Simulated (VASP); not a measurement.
Crystal: KF (Carobbiite).

```
K F
1.0
     0.00000    2.67185    2.67185
     2.67185    0.00000    2.67185
     2.67185    2.67185    0.00000
K F
1 1
Direct
  0.00000 0.00000 0.00000
  0.50000 0.50000 0.50000
```

| Property | Result |
| --- | --- |
| Program | VASP 6.6.1 |
| Task | relaxation of cell and atoms |
| Functional | PBE |
| Potentials or basis | VASP PAW PBE potentials, release 64 (K_sv, F) |
| Cutoff | 600 eV |
| k mesh | 8 × 8 × 8 |
| Occupations | fermi-dirac, width 0.02 eV |
| Spin | no spin polarisation |

At the start: pressure 1.4 GPa; volume 19.07 Å³/atom.

How do energy, volume and symmetry change on relaxing?

Over 3 steps the energy falls by 3.5 meV/atom and the volume is 19.92 Å³/atom (+4.4 %); space group Fm-3m (No. 225, to 0.05 Å).

Step by step:
```tsv
step	energy change (eV)	largest force (eV/Å)	pressure (GPa)	volume (Å³)
1	0.0000	0.0000	1.38	38.15
2	-0.0056	0.0000	0.59	39.06
3	-0.0070	0.0000	-0.01	39.84
```

Final structure:
```yaml
crystal:
  lattice:
    - [0.00000, 2.71083, 2.71083]
    - [2.71083, 0.00000, 2.71083]
    - [2.71083, 2.71083, 0.00000]
  atoms:
    - { symbol: K, position: [0.00000, 0.00000, 0.00000] }
    - { symbol: F, position: [0.50000, 0.50000, 0.50000] }
```
